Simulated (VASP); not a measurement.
## Ti3Al: single point with PBEsol

The system is Ti3Al.

```
Ti Al
1.0
     2.89548    0.00000    0.00000
    -1.44774    2.50756    0.00000
     0.00000    0.00000    9.13834
Ti Al
3 1
Direct
  0.66667 0.33333 0.00000
  0.33333 0.66667 0.75117
  0.33333 0.66667 0.24883
  0.66667 0.33333 0.50000
```

```
Program                : VASP 6.6.1
Task                   : single point
Functional             : PBEsol
Potentials or basis    : VASP PAW PBE potentials, release 64 (Ti_sv, Al)
Cutoff                 : 520 eV
k mesh                 : 15 × 15 × 6
Occupations            : gaussian, width 0.15 eV
Spin                   : no spin polarisation
Dipole correction      : no
Further INCAR settings : ALGO = Fast; EDIFF = 1e-06; NBANDS = 28
```

```yaml
Pressure: -0.1 GPa
Largest_force: 0.015 eV/Å
```

Forces in eV/Å, atoms in the order of the input:
```
Ti   0.000  0.000  0.000
Ti   0.000  0.000  0.015
Ti   0.000  0.000 -0.015
Al   0.000  0.000  0.000
```

Stress tensor (GPa, compression positive):
```
-0.17  0.00  0.00
 0.00 -0.17  0.00
 0.00  0.00 -0.06
```

Levels at points of the mesh, in eV from the Fermi level:
| k point | band 16 | band 17 | band 18 | band 19 | band 20 | band 21 | band 22 | band 23 | band 24 | band 25 |
| --- | --- | --- | --- | --- | --- | --- | --- | --- | --- | --- |
| (0.00, 0.00, 0.00) | -2.53 | -0.77 | 0.55 | 0.77 | 0.85 | 0.85 | 0.94 | 0.94 | 1.27 | 1.27 |
| (0.00, 0.00, 0.50) | -3.16 | -1.04 | 0.49 | 0.81 | 0.86 | 0.86 | 0.94 | 0.94 | 1.28 | 1.28 |

It took 8 min on 1 thread of Intel(R) Xeon(R) 6975P-C (Granite Rapids), on a shared host, peak memory 0.3 GiB.

Caveat: the PAW data sets were made with another functional, which shifts forces and pressure a little.
